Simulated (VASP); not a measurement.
A run of VASP 6.6.1 is set up as follows.

The input INCAR:

```
ALGO = Normal
EDIFF = 1E-6
ENCUT = 600
GGA = PE
GGA_COMPAT = False
ISIF = 2
ISMEAR = -1
ISPIN = 2
LASPH = True
LCHARG = True
LELF = True
LMAXMIX = 4
LORBIT = 11
LREAL = False
LVHAR = True
LWAVE = False
MAGMOM = 3.9 0
NBANDS = 20
NELM = 200
PREC = Accurate
SIGMA = 0.1
```

File KPOINTS:

```
k-points
0
Gamma
  7 7 7
```

The input POSCAR:

```
MnO
1.0
    0.0000000000      2.3809300700      2.3809300700
    2.3809300700      0.0000000000      2.3809300700
    2.3809300700      2.3809300700      0.0000000000
Mn O
1 1
Direct
    0.0000000000      0.0000000000      0.0000000000
    0.2500000000      0.2500000000      0.2500000000
```

Potentials or basis: VASP PAW PBE potentials, release 64 (Mn_pv, O).

Run with:

```sh
$ cat potpaw_PBE.64/Mn_pv/POTCAR potpaw_PBE.64/O/POTCAR > POTCAR
$ mpirun -np 1 vasp_std > vasp.out
```

What does it give for the pressure?

2.4 GPa.

Predict the net moment.

4.94 μB per cell.

What does it give for the site moments?

Mn +4.38; O +0.19 μB.

Caveat: a cell with one magnetic atom can't hold antiferromagnetic order, which such compounds often take.
